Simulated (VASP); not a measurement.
# HfC4 (I4/mmm) in VASP: relaxation of cell and atoms with PBE

Aim: the relaxation of cell and atoms of HfC4 with PBE.

Program: VASP 6.6.1. These are calculated values, not measurements. Logs are shortened: lines on timing, memory, paths and dates and some standing lists are left out, and cuts for length are marked.

## Step 1: The cell of the first run

The structure is tetragonal, space group I4/mmm (No. 139). Conventional cell: a = 6.405 Å, b = 6.405 Å, c = 2.629 Å, α = 90.00°, β = 90.00°, γ = 90.00°. Within 3.2 Å of Hf (site symmetry 4/mmm) lie 12 C at 2.39 to 2.53 Å and 2 Hf at 2.63 Å. Within 1.9 Å of C (site symmetry m2m) lie 2 C at 1.42 Å.

## Step 2: Relaxation of cell and atoms, PBE

Contents of INCAR:

```
SYSTEM = HfC4
  PREC = Accurate
  ENCUT = 600
  EDIFF = 1E-6
  ISMEAR = 0
  SIGMA = 0.1
  LREAL = .False.
  LASPH = .True.
  NELM = 100
  ALGO = Normal
  ISIF = 3
  LWAVE = .False.
  LCHARG = .False.
  GGA = PE
  IBRION = 2
  NSW = 100
  EDIFFG = -0.01
```

Contents of KPOINTS:

```
Automatic mesh
0
Gamma
  12 12 12
  0 0 0
```

Contents of POSCAR:

```
HfC4
1.0
   -3.2026296084      3.2026296084      1.3145284780
    3.2026296084     -3.2026296084      1.3145284780
    3.2026296084      3.2026296084     -1.3145284780
Hf C
1 4
Direct
    0.0000000000      0.0000000000      0.0000000000
    0.7202100711      0.2797899289      0.0000000000
    0.7202100711      0.7202100711      0.4404201422
    0.2797899289      0.7202100711      0.0000000000
    0.2797899289      0.2797899289      0.5595798578
```

Potentials or basis: VASP PAW PBE potentials, release 64 (Hf_pv, C).

The run is started by

```bash
cat potpaw_PBE.64/Hf_pv/POTCAR potpaw_PBE.64/C/POTCAR > POTCAR
mpirun -np 1 vasp_std > vasp.out
```

OUTCAR:

```text
SYSTEM = HfC4
   PREC = Accurate
   ENCUT = 600
   EDIFF = 1E-6
   ISMEAR = 0
   LREAL = .False.
   LASPH = .True.
   NELM = 100
   ISIF = 3
   GGA = PE
   IBRION = 2
   NSW = 100
   EDIFFG = -0.01

 ion  position               nearest neighbor table
   1  0.000  0.000  0.000-   3 2.39   3 2.39   5 2.39   5 2.39   4 2.39   2 2.39   4 2.39   2 2.39
                             3 2.53   5 2.53   4 2.53   2 2.53
   2  0.720  0.280  0.000-   4 1.42   4 1.42   1 2.39   1 2.39   1 2.53
   3  0.720  0.720  0.440-   5 1.42   5 1.42   1 2.39   1 2.39   1 2.53
   4  0.280  0.720  0.000-   2 1.42   2 1.42   1 2.39   1 2.39   1 2.53
   5  0.280  0.280  0.560-   3 1.42   3 1.42   1 2.39   1 2.39   1 2.53

  LATTYP: Found a body centered tetragonal cell.
 ALAT       =     6.4052592168
 C/A-ratio  =     0.4104528587

  Lattice vectors:

 A1 = (  -3.2026296084,   3.2026296084,   1.3145284780)
 A2 = (   3.2026296084,  -3.2026296084,   1.3145284780)
 A3 = (   3.2026296084,   3.2026296084,  -1.3145284780)

Analysis of symmetry for initial positions (statically):
=====================================================================
 Subroutine PRICEL returns:
 Original cell was already a primitive cell.

 Routine SETGRP: Setting up the symmetry group for a
 body centered tetragonal supercell.

 Subroutine GETGRP returns: Found 16 space group operations
 (whereof 16 operations were pure point group operations)
 out of a pool of 16 trial point group operations.

The static configuration has the point symmetry D_4h.

Analysis of symmetry for dynamics (positions and initial velocities):
=====================================================================
 Subroutine PRICEL returns:
 Original cell was already a primitive cell.

 Routine SETGRP: Setting up the symmetry group for a
 body centered tetragonal supercell.

 Subroutine GETGRP returns: Found 16 space group operations
 (whereof 16 operations were pure point group operations)
 out of a pool of 16 trial point group operations.

The dynamic configuration has the point symmetry D_4h.

 Subroutine INISYM returns: Found 16 space group operations
 (whereof 16 operations are pure point group operations),
 and found     1 'primitive' translations

----------------------------------------------------------------------------------------

                                     Primitive cell

  volume of cell :      53.9316

  direct lattice vectors                    reciprocal lattice vectors
    -3.202629608  3.202629608  1.314528478     0.000000000  0.156121707  0.380364525
     3.202629608 -3.202629608  1.314528478     0.156121707  0.000000000  0.380364525
     3.202629608  3.202629608 -1.314528478     0.156121707  0.156121707  0.000000000

  length of vectors
     4.716106226  4.716106226  4.716106226     0.411158314  0.411158314  0.220789435

  position of ions in fractional coordinates (direct lattice)
     0.000000000  0.000000000  0.000000000
     0.720210071  0.279789929  0.000000000
     0.720210071  0.720210071  0.440420142
     0.279789929  0.720210071  0.000000000
     0.279789929  0.279789929  0.559579858

  ion indices of the primitive-cell ions
   primitive index   ion index
                 1           1
                 2           2
                 3           3
                 4           4
                 5           5

----------------------------------------------------------------------------------------

 KPOINTS: Automatic mesh

Automatic generation of k-mesh.
 Grid dimensions read from file:
 generate k-points for:   12   12   12

 Generating k-lattice:

  Cartesian coordinates                     Fractional coordinates (reciprocal lattice)
     0.000000000  0.013010142  0.031697044     0.083333333  0.000000000  0.000000000
     0.013010142  0.000000000  0.031697044     0.000000000  0.083333333  0.000000000
     0.013010142  0.013010142  0.000000000     0.000000000  0.000000000  0.083333333

  Length of vectors
     0.034263193  0.034263193  0.018399120

  Shift w.r.t. Gamma in fractional coordinates (k-lattice)
     0.000000000  0.000000000  0.000000000

 Subroutine IBZKPT returns following result:
 ===========================================

 Found    163 irreducible k-points:

 Following reciprocal coordinates:
            Coordinates               Weight
  0.000000  0.000000  0.000000      1.000000
  0.083333 -0.000000  0.000000      8.000000
  0.166667  0.000000  0.000000      8.000000
  0.250000 -0.000000  0.000000      8.000000
  0.333333 -0.000000  0.000000      8.000000
  0.416667  0.000000  0.000000      8.000000
[... 16 lines left out ...]
  0.500000  0.166667  0.000000     16.000000
 -0.416667  0.166667  0.000000     16.000000
 [... further k-points ...]
   k-points           NKPTS =    163   k-points in BZ     NKDIM =    163   number of bands    NBANDS=     17
   number of dos      NEDOS =    301   number of ions     NIONS =      5
   total plane-waves  NPLWV =  64000
   dimension x,y,z NGX =    40 NGY =   40 NGZ =   40
   dimension x,y,z NGXF=    80 NGYF=   80 NGZF=   80
   ions per type =               1   4
   NGX,Y,Z   is equivalent  to a cutoff of  14.10, 14.10, 14.10 a.u.
   NGXF,Y,Z  is equivalent  to a cutoff of  28.20, 28.20, 28.20 a.u.
 SYSTEM =  HfC4
   PREC   = accura    normal or accurate (medium, high low for compatibility)
   ISTART =      0    job   : 0-new  1-cont  2-samecut
   ICHARG =      2    charge: 1-file 2-atom 10-const
   ISPIN  =      1    spin polarized calculation?
   LNONCOLLINEAR =      F non collinear calculations
   LSORBIT =      F    spin-orbit coupling
   LASPH  =      T    aspherical Exc in radial PAW
   ENCUT  =  600.0 eV  44.10 Ry    6.64 a.u.   9.42  9.42  9.42*2*pi/ulx,y,z
   NELM   =    100;   NELMIN=  2; NELMDL= -5     # of ELM steps
   EDIFF  = 0.1E-05   stopping-criterion for ELM
   LREAL  =      F    real-space projection
   EDIFFG = -.1E-01   stopping-criterion for IOM
   NSW    =    100    number of steps for IOM
   IBRION =      2    ionic relax: 0-MD 1-quasi-New 2-CG
   NFREE  =      1    steps in history (QN), initial steepest desc. (CG)
   ISIF   =      3    stress and relaxation
   ISYM   =      2    0-nonsym 1-usesym 2-fastsym
   POTIM  = 0.5000    time-step for ionic-motion
   TEBEG  =    0.0;   TEEND  =   0.0 temperature during run
   PSTRESS=    0.0 pullay stress
   NELECT =      26.0000    total number of electrons
   NUPDOWN=      -1.0000    fix difference up-down
   EMIN   =  10.00;   EMAX   =-10.00  energy-range for DOS
   EFERMI =   0.00;   METHOD = LEGACY
   ISMEAR =     0;   SIGMA  =   0.10  broadening in eV -4-tet -1-fermi 0-gaus
   EFERMI_NEDOS =   21; number of points for ismear=-14 and -15
   IALGO  =     38    algorithm
   IMIX   =      4    mixing-type and parameters
     AMIX     =   0.40;   BMIX     =  1.00
     AMIX_MAG =   1.60;   BMIX_MAG =  1.00
  volume/ion in A,a.u.               =      10.79        72.79
  Fermi-wavevector in a.u.,A,eV,Ry     =   1.283664  2.425774 22.419600  1.647794
  Thomas-Fermi vector in A             =   2.415904
   LORBIT       =      0    0 simple, 1 ext, 2 COOP (PROOUT), +10 PAW based schemes
   GGA     = PE    functional components
   LHFCALC =     F    Hartree Fock is set to
   AEXX    =    0.0000 exact exchange contribution
   IVDW    =     0    specifies the selected vdW correction
   LEPSILON=     F    determine dielectric tensor
   LRPA    =     F    only Hartree local field effects (RPA)
 conjugate gradient relaxation of ions
 non-spin polarized calculation
 Gauss-broadening in eV      SIGMA  =   0.10
  energy-cutoff  :      600.00
  volume of cell :       53.93
 maximum number of plane-waves:      1829
 NGX is ok and might be reduce to    40
   NGX = 19   NGY = 19   NGZ = 19

--------------------------------------- Ionic step        1  -------------------------------------------

 number of electron      26.0000000 magnetization

 Free energy of the ion-electron system (eV)
  ---------------------------------------------------
  ext. energy  EPLUGINS =         0.00000000
  ---------------------------------------------------
  free energy    TOTEN  =       -44.53316782 eV

  energy without entropy =      -44.52770720  energy(sigma->0) =      -44.53043751

------------------------ aborting loop because EDIFF is reached ----------------------------------------

  FORCE on cell =-STRESS in cart. coord.  units (eV):
  Direction    XX          YY          ZZ          XY          YZ          ZX
  --------------------------------------------------------------------------------------
  -------------------------------------------------------------------------------------
  Total       -0.4069409     -0.4069409     -0.9023400      0.0000000      0.0000000      0.0000000
  in kB      -12.0892265    -12.0892265    -26.8063314      0.0000000      0.0000000      0.0000000
  external PRESSURE =     -16.9949281 kB  Pullay stress =       0.0000000 kB
[... 180 lines left out ...]
  energy  without entropy=      -44.5501050356  energy(sigma->0) =      -44.55196251

--------------------------------------- Ionic step        6  -------------------------------------------

 number of electron      25.9999999 magnetization

 Free energy of the ion-electron system (eV)
  ---------------------------------------------------
  ext. energy  EPLUGINS =         0.00000000
  ---------------------------------------------------
  free energy    TOTEN  =       -44.55412162 eV

  energy without entropy =      -44.55051298  energy(sigma->0) =      -44.55231730

 E-fermi :   5.9219     XC(G=0): -10.9660

 val. band max:        5.9025098478   @ k =   0.3333   0.2500   0.0000
 cond. band min:       5.9241368563   @ k =  -0.1667   0.1667   0.1667
 fundamental gap:      0.0216270085
 Fermi energy:         5.9219033908

 k-point     1 :       0.0000    0.0000    0.0000
  band No.  band energies     occupation
      1     -25.8948      2.00000
      2     -25.8948      2.00000
      3     -24.4280      2.00000
      4     -12.3963      2.00000
      5     -11.4503      2.00000
      6      -2.0851      2.00000
[... 9 lines left out ...]
     16      10.4840      0.00000
     17      10.7015      0.00000
[... 443 lines left out ...]
      1     -25.7639      2.00000
      2     -25.7494      2.00000
      3     -25.5539      2.00000
      4     -11.0899      2.00000
      5     -10.5629      2.00000
      6      -4.6760      2.00000
[... 9 lines left out ...]
     16       8.9747      0.00000
     17      10.0648      0.00000

 [... further k-points ...]
[... 5 lines left out ...]
  --------------------------------------------------------------------------------------
  -------------------------------------------------------------------------------------
  Total       -0.0233169     -0.0233169      0.0134612      0.0000000     -0.0000000      0.0000000
  in kB       -0.6983462     -0.6983462      0.4031673      0.0000000     -0.0000000      0.0000000
  external PRESSURE =      -0.3311750 kB  Pullay stress =       0.0000000 kB
[... 20 lines left out ...]
  FREE ENERGIE OF THE ION-ELECTRON SYSTEM (eV)
  ---------------------------------------------------
  free  energy   TOTEN  =       -44.5541216150 eV

  energy  without entropy=      -44.5505129794  energy(sigma->0) =      -44.55231730

 reached required accuracy - stopping structural energy minimisation
```

It took 13 min on 1 thread of Intel Xeon Platinum 8488C (Sapphire Rapids), shared host; peak memory 0.37 GiB.

Results:

```yaml
Free_energy: -44.5541 eV
Relaxed_volume: 10.70 Å³/atom
Relaxed_cell: a = 4.697 Å, b = 4.697 Å, c = 4.697 Å, α = 94.50°, β = 94.50°, γ = 147.46°
Space_group_after_relaxing_to_0.05_Å: I4/mmm (No. 139)
Energy_gained_by_relaxing: 4.2 meV/atom
Ionic_steps: 6
Pressure_after_relaxing: 0.0 GPa
Largest_force_after_relaxing: 0.006 eV/Å
Band_gap_on_the_k_mesh: zero (band 13 reaches 7.66 eV, above the bottom of band 14 at 4.54 eV)
```

Forces in eV/Å, atoms in the order of the input:
```
Hf   0.000  0.000  0.000
C    0.004 -0.004  0.000
C   -0.004 -0.004  0.000
C   -0.004  0.004  0.000
C    0.004  0.004  0.000
```

Stress tensor (GPa, compression positive):
```
-0.07  0.00  0.00
 0.00 -0.07  0.00
 0.00  0.00  0.04
```

The path:
```tsv
step	energy change (eV)	largest force (eV/Å)	pressure (GPa)	volume (Å³)
1	0.0000	0.5440	-1.70	53.93
2	0.0073	0.4346	4.71	53.04
3	-0.0157	0.1084	1.08	53.53
4	-0.0156	0.1366	-1.84	53.77
5	-0.0207	0.0121	-0.39	53.65
6	-0.0210	0.0057	-0.03	53.49
```

Final structure:
```
CELL_PARAMETERS angstrom
-3.18821 3.18821 1.31570
3.18821 -3.18821 1.31570
3.18821 3.18821 -1.31570
ATOMIC_POSITIONS crystal
Hf 0.00000 0.00000 0.00000
C 0.72218 0.27782 0.00000
C 0.72218 0.72218 0.44436
C 0.27782 0.72218 0.00000
C 0.27782 0.27782 0.55564
```

Caveat: spin-orbit coupling is left out, which moves the levels of the heavy elements.
